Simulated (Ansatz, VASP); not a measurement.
# SnO2 in VASP and in Ansatz

```
Sn O
1.0
     0.00000    2.53347    2.53347
     2.53347    0.00000    2.53347
     2.53347    2.53347    0.00000
Sn O
1 2
Direct
  0.00000 0.00000 0.00000
  0.25000 0.25000 0.25000
  0.75000 0.75000 0.75000
```

Alike in both runs: task single point; functional PBE; k mesh 6 × 6 × 6; no spin polarisation.

|  | VASP | Ansatz |
| --- | --- | --- |
| version | VASP 6.6.1 | Ansatz 0.2.0 |
| potentials or method | VASP PAW PBE potentials, release 64 (Sn_d, O) | plane waves |
| plane-wave cutoff (eV) | 600 | 1240 |
| occupations | gaussian, width 0.01 eV | fixed |
| valence electrons in the cell | 26 | 26 |

```tsv
	VASP	Ansatz	Ansatz less VASP
gap on the k mesh at the Fermi level (eV)	0.30	0.32	+0.017
pressure (GPa)	9.8	9.3	-0.46
```
